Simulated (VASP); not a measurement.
# C in VASP: further runs

C is run at these levels: PBE; tasks: single point.

Everything below comes from runs of VASP 6.6.1. Logs are shortened: lines on timing, memory, paths and dates and some standing lists are left out, and cuts for length are marked.

## (1) The cell of the first run

The typed cell holds 2 atoms: a = 3.967 Å, b = 3.566 Å, c = 2.456 Å, α = 80.09°, β = 62.33°, γ = 37.59°.

## (2) Single point, PBE (one atom moved)

Input file INCAR:

```
ALGO = Normal ; EDIFF = 1E-6
ENCUT = 520 ; GGA = PE
ISIF = 2 ; ISMEAR = 0
LASPH = T ; LCHARG = F
LREAL = F ; LWAVE = F
NBANDS = 11 ; NELM = 100
PREC = Accurate ; SIGMA = 0.02
```

Input file KPOINTS:

```
k-points
0
Gamma
  14 14 14
```

Input file POSCAR:

```
C
1.0
    0.0000000000      2.1270000000      3.3480000000
    1.2280000000      0.0000000000      3.3480000000
    1.2280000000      2.1270000000      0.0000000000
C
2
Direct
    0.1380910079      0.8370643087      0.1874633786
    0.8333300000      0.1666700000      0.8333300000
```

Potentials or basis: VASP PAW PBE potentials, release 64 (C).

Launch:

```console
$ cat potpaw_PBE.64/C/POTCAR > POTCAR
$ mpirun -np 1 vasp_std > vasp.out
```

OUTCAR:

```text
EDIFF = 1E-6
   ENCUT = 520
   GGA = PE
   ISIF = 2
   ISMEAR = 0
   LASPH = T
   LREAL = F
   NELM = 100
   PREC = Accurate

 ion  position               nearest neighbor table
   1  0.138  0.837  0.187-   2 1.40   2 1.40   2 1.45
   2  0.833  0.167  0.833-   1 1.40   1 1.40   1 1.45

  LATTYP: Found a face centered orthorhombic cell.
 ALAT       =     2.4560000000
 B/A-ratio  =     1.7320846906
 C/A-ratio  =     2.7263843648

  Lattice vectors:

 A1 = (   0.0000000000,   2.1270000000,   3.3480000000)
 A2 = (   1.2280000000,   0.0000000000,   3.3480000000)
 A3 = (   1.2280000000,   2.1270000000,   0.0000000000)

Analysis of symmetry for initial positions (statically):
=====================================================================
 Subroutine PRICEL returns:
 Original cell was already a primitive cell.

 Routine SETGRP: Setting up the symmetry group for a
 face centered orthorhombic supercell.

 Subroutine GETGRP returns: Found  2 space group operations
 (whereof  1 operations were pure point group operations)
 out of a pool of  8 trial point group operations.

The static configuration has the point symmetry C_1 .
 The point group associated with its full space group is S_2 .

Analysis of symmetry for dynamics (positions and initial velocities):
=====================================================================
 Subroutine PRICEL returns:
 Original cell was already a primitive cell.

 Routine SETGRP: Setting up the symmetry group for a
 face centered orthorhombic supercell.

 Subroutine GETGRP returns: Found  2 space group operations
 (whereof  1 operations were pure point group operations)
 out of a pool of  8 trial point group operations.

The dynamic configuration has the point symmetry C_1 .
 The point group associated with its full space group is S_2 .

 Subroutine INISYM returns: Found  2 space group operations
 (whereof  1 operations are pure point group operations),
 and found     1 'primitive' translations

----------------------------------------------------------------------------------------

                                     Primitive cell

  volume of cell :      17.4897

  direct lattice vectors                    reciprocal lattice vectors
     0.000000000  2.127000000  3.348000000    -0.407166124  0.235072873  0.149342891
     1.228000000  0.000000000  3.348000000     0.407166124 -0.235072873  0.149342891
     1.228000000  2.127000000  0.000000000     0.407166124  0.235072873 -0.149342891

  length of vectors
     3.966513961  3.566102635  2.456036034     0.493301943  0.493301943  0.493301943

  position of ions in fractional coordinates (direct lattice)
     0.138091008  0.837064309  0.187463379
     0.833330000  0.166670000  0.833330000

  ion indices of the primitive-cell ions
   primitive index   ion index
                 1           1
                 2           2

----------------------------------------------------------------------------------------

 KPOINTS: k-points

Automatic generation of k-mesh.
 Grid dimensions read from file:
 generate k-points for:   14   14   14

 Generating k-lattice:

  Cartesian coordinates                     Fractional coordinates (reciprocal lattice)
    -0.029083295  0.016790919  0.010667349     0.071428571  0.000000000  0.000000000
     0.029083295 -0.016790919  0.010667349     0.000000000  0.071428571  0.000000000
     0.029083295  0.016790919 -0.010667349     0.000000000  0.000000000  0.071428571

  Length of vectors
     0.035235853  0.035235853  0.035235853

  Shift w.r.t. Gamma in fractional coordinates (k-lattice)
     0.000000000  0.000000000  0.000000000

 Subroutine IBZKPT returns following result:
 ===========================================

 Found   1376 irreducible k-points:

 Following reciprocal coordinates:
            Coordinates               Weight
  0.000000  0.000000  0.000000      1.000000
  0.071429  0.000000  0.000000      2.000000
 -0.071429 -0.071429 -0.071429      2.000000
  0.000000  0.000000  0.071429      2.000000
  0.000000  0.071429  0.000000      2.000000
  0.142857  0.000000  0.000000      2.000000
[... 16 lines left out ...]
 -0.428571 -0.428571 -0.428571      2.000000
  0.000000 -0.000000  0.428571      2.000000
 [... further k-points ...]
   k-points           NKPTS =   1376   k-points in BZ     NKDIM =   1376   number of bands    NBANDS=     11
   number of dos      NEDOS =    301   number of ions     NIONS =      2
   total plane-waves  NPLWV =  15120
   dimension x,y,z NGX =    30 NGY =   28 NGZ =   18
   dimension x,y,z NGXF=    60 NGYF=   56 NGZF=   36
   ions per type =               2
   NGX,Y,Z   is equivalent  to a cutoff of  12.57, 13.05, 12.18 a.u.
   NGXF,Y,Z  is equivalent  to a cutoff of  25.15, 26.11, 24.37 a.u.
 SYSTEM =  unknown system
   PREC   = accura    normal or accurate (medium, high low for compatibility)
   ISTART =      0    job   : 0-new  1-cont  2-samecut
   ICHARG =      2    charge: 1-file 2-atom 10-const
   ISPIN  =      1    spin polarized calculation?
   LNONCOLLINEAR =      F non collinear calculations
   LSORBIT =      F    spin-orbit coupling
   LASPH  =      T    aspherical Exc in radial PAW
   ENCUT  =  520.0 eV  38.22 Ry    6.18 a.u.   7.38  6.63  4.57*2*pi/ulx,y,z
   NELM   =    100;   NELMIN=  2; NELMDL= -5     # of ELM steps
   EDIFF  = 0.1E-05   stopping-criterion for ELM
   LREAL  =      F    real-space projection
   EDIFFG = 0.1E-04   stopping-criterion for IOM
   NSW    =      0    number of steps for IOM
   IBRION =     -1    ionic relax: 0-MD 1-quasi-New 2-CG
   NFREE  =      0    steps in history (QN), initial steepest desc. (CG)
   ISIF   =      2    stress and relaxation
   ISYM   =      2    0-nonsym 1-usesym 2-fastsym
   POTIM  = 0.5000    time-step for ionic-motion
   TEBEG  =    0.0;   TEEND  =   0.0 temperature during run
   PSTRESS=    0.0 pullay stress
   NELECT =       8.0000    total number of electrons
   NUPDOWN=      -1.0000    fix difference up-down
   EMIN   =  10.00;   EMAX   =-10.00  energy-range for DOS
   EFERMI =   0.00;   METHOD = LEGACY
   ISMEAR =     0;   SIGMA  =   0.02  broadening in eV -4-tet -1-fermi 0-gaus
   EFERMI_NEDOS =   21; number of points for ismear=-14 and -15
   IALGO  =     38    algorithm
   IMIX   =      4    mixing-type and parameters
     AMIX     =   0.40;   BMIX     =  1.00
     AMIX_MAG =   1.60;   BMIX_MAG =  1.00
  volume/ion in A,a.u.               =       8.74        59.01
  Fermi-wavevector in a.u.,A,eV,Ry     =   1.261376  2.383654 21.647797  1.591068
  Thomas-Fermi vector in A             =   2.394838
   LORBIT       =      0    0 simple, 1 ext, 2 COOP (PROOUT), +10 PAW based schemes
   GGA     = PE    functional components
   LHFCALC =     F    Hartree Fock is set to
   AEXX    =    0.0000 exact exchange contribution
   IVDW    =     0    specifies the selected vdW correction
   LEPSILON=     F    determine dielectric tensor
   LRPA    =     F    only Hartree local field effects (RPA)
 non-spin polarized calculation
 Gauss-broadening in eV      SIGMA  =   0.02
  energy-cutoff  :      520.00
  volume of cell :       17.49
 maximum number of plane-waves:       499
 NGX is ok and might be reduce to    30
   NGX = 15   NGY = 13   NGZ =  9

 number of electron       8.0000000 magnetization

 Free energy of the ion-electron system (eV)
  ---------------------------------------------------
  ext. energy  EPLUGINS =         0.00000000
  ---------------------------------------------------
  free energy    TOTEN  =       -18.32684696 eV

  energy without entropy =      -18.32684649  energy(sigma->0) =      -18.32684672

 E-fermi :   4.9077     XC(G=0): -10.3674

 val. band max:        4.8698846475   @ k =   0.5000  -0.1429   0.3571
 cond. band min:       4.9454408499   @ k =   0.1429   0.4286   0.3571
 fundamental gap:      0.0755562025
 Fermi energy:         4.9076627956

 k-point     1 :       0.0000    0.0000    0.0000
  band No.  band energies     occupation
      1     -14.9632      2.00000
      2      -1.8255      2.00000
      3       1.3064      2.00000
      4       2.3629      2.00000
      5       8.8587      0.00000
      6      12.5354      0.00000
      7      13.8597      0.00000
      8      16.4219      0.00000
      9      17.6047      0.00000
     10      27.5492      0.00000
     11      30.4605      0.00000

 k-point     2 :       0.0714    0.0000    0.0000
  band No.  band energies     occupation
      1     -14.8364      2.00000
      2      -1.7203      2.00000
      3       1.0814      2.00000
      4       1.8296      2.00000
      5       9.0573      0.00000
      6      12.6800      0.00000
      7      14.3469      0.00000
      8      16.0058      0.00000
      9      17.8019      0.00000
     10      27.9466      0.00000
     11      29.0708      0.00000

 k-point     3 :      -0.0714   -0.0714   -0.0714
  band No.  band energies     occupation
      1     -14.8372      2.00000
      2      -1.7174      2.00000
      3       0.9006      2.00000
      4       2.0301      2.00000
      5       9.0622      0.00000
      6      12.8924      0.00000
      7      14.0523      0.00000
      8      15.9717      0.00000
      9      17.8525      0.00000
     10      27.9484      0.00000
     11      29.2931      0.00000

 k-point     4 :       0.0000    0.0000    0.0714
  band No.  band energies     occupation
      1     -14.8372      2.00000
      2      -1.7176      2.00000
      3       0.9002      2.00000
      4       2.0306      2.00000
      5       9.0619      0.00000
      6      12.8920      0.00000
      7      14.0577      0.00000
      8      15.9703      0.00000
      9      17.8534      0.00000
     10      27.9193      0.00000
     11      29.3294      0.00000

 k-point     5 :       0.0000    0.0714    0.0000
  band No.  band energies     occupation
      1     -14.8364      2.00000
      2      -1.7205      2.00000
      3       1.0814      2.00000
      4       1.8288      2.00000
      5       9.0616      0.00000
      6      12.6826      0.00000
      7      14.3466      0.00000
      8      16.0002      0.00000
      9      17.8016      0.00000
     10      27.9207      0.00000
     11      29.1116      0.00000
[... 211 lines left out ...]
 k-point    21 :       0.0000    0.3571    0.0000
  band No.  band energies     occupation
      1     -11.8776      2.00000
      2      -5.2500      2.00000
      3      -1.3877      2.00000
      4       0.7467      2.00000
      5       9.1653      0.00000
      6      12.3594      0.00000
      7      13.8973      0.00000
      8      21.0603      0.00000
      9      22.1996      0.00000
     10      22.6380      0.00000
     11      27.2767      0.00000

 k-point    22 :       0.4286    0.0000    0.0000
  band No.  band energies     occupation
      1     -10.6145      2.00000
      2      -7.0501      2.00000
      3      -1.7235      2.00000
      4       1.7409      2.00000
      5       7.2515      0.00000
      6      12.2365      0.00000
      7      16.2583      0.00000
      8      19.7148      0.00000
      9      23.8391      0.00000
     10      23.9834      0.00000
     11      27.0070      0.00000

 k-point    23 :      -0.4286   -0.4286   -0.4286
  band No.  band energies     occupation
      1     -10.6047      2.00000
      2      -7.3179      2.00000
      3      -1.3364      2.00000
      4       1.9851      2.00000
      5       6.8173      0.00000
      6      12.3542      0.00000
      7      16.1794      0.00000
      8      19.7363      0.00000
      9      23.3991      0.00000
     10      24.3035      0.00000
     11      27.0398      0.00000

 k-point    24 :       0.0000   -0.0000    0.4286
  band No.  band energies     occupation
      1     -10.6040      2.00000
      2      -7.3170      2.00000
      3      -1.3355      2.00000
      4       1.8815      2.00000
      5       7.1332      0.00000
      6      12.3396      0.00000
      7      15.6382      0.00000
      8      19.8075      0.00000
      9      23.5087      0.00000
     10      23.9310      0.00000
     11      26.9548      0.00000

 [... further k-points ...]

------------------------ aborting loop because EDIFF is reached ----------------------------------------

  FORCE on cell =-STRESS in cart. coord.  units (eV):
  Direction    XX          YY          ZZ          XY          YZ          ZX
  --------------------------------------------------------------------------------------
  -------------------------------------------------------------------------------------
  Total        0.5010156      0.8707528      0.3096455      0.3530238     -0.0634758      0.1309196
  in kB       45.8966006     79.7671632     28.3657313     32.3395019     -5.8148360     11.9931715
  external PRESSURE =      51.3431650 kB  Pullay stress =       0.0000000 kB

 VOLUME and BASIS-vectors are now :
 -----------------------------------------------------------------------------
  energy-cutoff  :      520.00
  volume of cell :       17.49
      direct lattice vectors                 reciprocal lattice vectors
     0.000000000  2.127000000  3.348000000    -0.407166124  0.235072873  0.149342891
     1.228000000  0.000000000  3.348000000     0.407166124 -0.235072873  0.149342891
     1.228000000  2.127000000  0.000000000     0.407166124  0.235072873 -0.149342891

 POSITION                                       TOTAL-FORCE (eV/Angst)
 -----------------------------------------------------------------------------------
      1.25812      0.69245      3.26482        -1.572804      0.886621      1.368438
      1.22800      3.54499      3.34800         1.572804     -0.886621     -1.368438
 -----------------------------------------------------------------------------------
    total drift:                                0.000003      0.000001      0.000002

  FREE ENERGIE OF THE ION-ELECTRON SYSTEM (eV)
  ---------------------------------------------------
  free  energy   TOTEN  =       -18.3268469562 eV

  energy  without entropy=      -18.3268464919  energy(sigma->0) =      -18.32684672
```

Wall time 1.8 min (1 thread of Intel Xeon 6975P-C (Granite Rapids), shared host); peak memory 0.31 GiB.

Results:

```
Free energy   : -18.3268 eV
Pressure      : 5.1 GPa
Largest force : 2.265 eV/Å
```

Forces on the atoms (eV/Å):
```
C   -1.573  0.887  1.368
C    1.573 -0.887 -1.368
```

Stress tensor (GPa, compression positive):
```
 4.59  3.23  1.20
 3.23  7.98 -0.58
 1.20 -0.58  2.84
```

Caveat: the cell differs from its parent crystal (one atom moved); the cell stands under pressure; this functional lacks dispersion, which binds the layers, so the pressure and a relaxed spacing across them are unreliable; forces of over 1 eV/Å act on the atoms, so gaps and moduli don't describe the material at rest.

## (3) Single point, PBE (strained and its atoms moved)

Input file INCAR:

```
SYSTEM = C
ALGO = Normal
EDIFF = 1E-7
ENCUT = 520
GGA = PE
ISIF = 2
ISMEAR = 0
LASPH = .True.
LCHARG = .False.
LREAL = .False.
LWAVE = .False.
NBANDS = 11
NELM = 100
PREC = Accurate
SIGMA = 0.02
```

Input file KPOINTS:

```
k-points
0
Gamma
  14 14 14
  0 0 0
```

Input file POSCAR:

```
C
1.0
    0.0000000000      2.1753892500      3.3624298800
    1.2417536000      0.0000000000      3.3624298800
    1.2417536000      2.1753892500      0.0000000000
C
2
Direct
    0.1737221862      0.8262778138      0.1737221862
    0.8262778138      0.1737221862      0.8262778138
```

Potentials or basis: VASP PAW PBE potentials, release 64 (C).

Launch:

```console
$ cat potpaw_PBE.64/C/POTCAR > POTCAR
$ mpirun -np 1 vasp_std > vasp.out
```

It took 47 s on 1 thread of Intel Xeon 6975P-C (Granite Rapids), shared host; peak memory 0.19 GiB.

It converged, with:

```
Free energy   : -18.3062 eV
Pressure      : -6.5 GPa
Largest force : 2.834 eV/Å
```

Forces on the atoms (eV/Å):
```
C    0.000 -2.834  0.000
C    0.000  2.834  0.000
```

Stress tensor (GPa, compression positive):
```
 -2.56   0.00   0.00
  0.00 -20.61   0.00
  0.00   0.00   3.71
```

Caveat: the cell differs from its parent crystal (strained and its atoms moved); the cell stands under tension; this functional lacks dispersion, which binds the layers, so the pressure and a relaxed spacing across them are unreliable; forces of over 1 eV/Å act on the atoms, so gaps and moduli don't describe the material at rest.

## (4) Single point, PBE (strained)

Input file INCAR:

```
PREC = Accurate
ENCUT = 520
EDIFF = 1E-6
ISMEAR = 0
SIGMA = 0.02
LREAL = False
LASPH = True
NELM = 100
ALGO = Normal
ISIF = 2
LWAVE = False
LCHARG = False
GGA = PE
NBANDS = 11
```

Input file KPOINTS:

```
regular mesh
0
Gamma
  14 14 14
```

Input file POSCAR:

```
C
1.0
    0.0000000000      2.0627220600      3.4621333200
    1.3329448800      0.0000000000      3.4621333200
    1.3329448800      2.0627220600      0.0000000000
C
2
Direct
    0.1431627127      0.8568372873      0.1431627127
    0.8568372873      0.1431627127      0.8568372873
```

Launch:

```console
$ cat potpaw_PBE.64/C/POTCAR > POTCAR
$ mpirun -np 1 vasp_std > vasp.out
```

Wall time 38 s (1 thread of Intel Xeon 6975P-C (Granite Rapids), shared host); peak memory 0.19 GiB.

The run converged. Its results:

```
Free energy            : -16.5794 eV
Pressure               : 24.3 GPa
Largest force          : 16.506 eV/Å
Band gap on the k mesh : zero (bands 4 and 5 overlap by 0.19 eV)
```

Forces on the atoms (eV/Å):
```
C     0.000  16.506   0.000
C     0.000 -16.506   0.000
```

Stress tensor (GPa, compression positive):
```
-47.02   0.00   0.00
  0.00 117.98   0.00
  0.00   0.00   2.05
```

Levels at points of the mesh, in eV from the Fermi level:
```csv
k point,band 2,band 3,band 4,band 5,band 6,band 7
"(0.00, 0.00, 0.00)",-6.38,-5.13,0.00,3.50,4.56,8.15
"(0.50, 0.00, 0.00)",-11.76,-5.50,-3.43,3.16,6.28,12.29
"(0.50, 0.50, 0.00)",-8.00,-5.07,-0.04,3.44,7.98,9.74
"(0.50, 0.00, 0.50)",-11.92,-6.39,-0.23,1.29,5.48,10.93
"(0.00, 0.50, 0.50)",-11.72,-6.45,-0.97,-0.18,5.15,13.39
```

Caveat: the cell differs from its parent crystal (strained); the cell stands under pressure; this functional lacks dispersion, which binds the layers, so the pressure and a relaxed spacing across them are unreliable; forces of over 1 eV/Å act on the atoms, so gaps and moduli don't describe the material at rest.

## (5) Summary

| cell | pressure (GPa) | largest force (eV/Å) |
| --- | --- | --- |
| a = 3.967, b = 3.566, c = 2.456 Å, angles 80.1, 62.3, 37.6°, 2 atoms, one atom moved | 5.1 | 2.27 |
| a = 4.005, b = 3.584, c = 2.505 Å, angles 80.1, 61.9, 38.0°, 2 atoms, strained and its atoms moved | -6.5 | 2.83 |
| a = 4.030, b = 3.710, c = 2.456 Å, angles 78.8, 64.5, 36.7°, 2 atoms, strained | 24.3 | 16.51 |

Alike in all rows: task single point; level PBE; potentials or basis VASP PAW PBE potentials, release 64 (C); no spin polarisation; k mesh 14 × 14 × 14; cutoff (eV) 520; smearing gaussian 0.02 eV.

Caveats: this functional lacks dispersion, which binds the layers, so the pressure and a relaxed spacing across them are unreliable; forces of over 1 eV/Å act on the atoms, so gaps and moduli don't describe the material at rest; the cell stands under pressure (at least some runs); the cell stands under tension (at least some runs).

Absolute energies hang on the potentials; compare differences alone.
